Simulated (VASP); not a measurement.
Write the native input for VASP 6.6.1 that does the following.

```yaml
Task: single point
Functional: LDA
Potentials_or_basis: VASP PAW LDA potentials, release 64 (Zn, Ni)
Cutoff: 520 eV
k_mesh: 16 × 16 × 14
Occupations: gaussian, width 0.1 eV
Spin: no spin polarisation
Dipole_correction: no
Further_INCAR_settings: ALGO = Fast; EDIFF = 1e-07; NBANDS = 18
```

The structure of ZnNi lies in POSCAR:

```
ZnNi
1.0
    2.6338521845      0.0000000000      0.0000000000
    0.0000000000      2.6338521845      0.0000000000
    0.0000000000      0.0000000000      3.1841450343
Zn Ni
1 1
Direct
    0.5000000000      0.5000000000      0.5000000000
    0.0000000000      0.0000000000      0.0000000000
```

These files were run (other wordings do the same):

INCAR

```
SYSTEM = ZnNi
PREC = Accurate ; ENCUT = 520
EDIFF = 1E-7 ; ISMEAR = 0
SIGMA = 0.1 ; LREAL = .FALSE.
LASPH = .TRUE. ; NELM = 60
ALGO = Fast ; ISIF = 2
LWAVE = .FALSE. ; LCHARG = .FALSE.
NBANDS = 18
```

KPOINTS

```
Automatic mesh
0
G
  16 16 14
  0 0 0
```

Potentials or basis: VASP PAW LDA potentials, release 64 (Zn, Ni).

The run is started by

```console
$ cat potpaw_LDA.64/Zn/POTCAR potpaw_LDA.64/Ni/POTCAR > POTCAR
$ mpirun -np 1 vasp_std > vasp.out
```

It gave:

```yaml
Pressure: 1.1 GPa
Band_gap_on_the_k_mesh: zero (band 11 reaches 12.46 eV, above the bottom of band 12 at 5.86 eV)
```

Wall time 70 s on 1 thread of AMD EPYC 9R45 96-Core Processor (Zen 5), with other jobs on the host, peak memory 0.22 GiB.
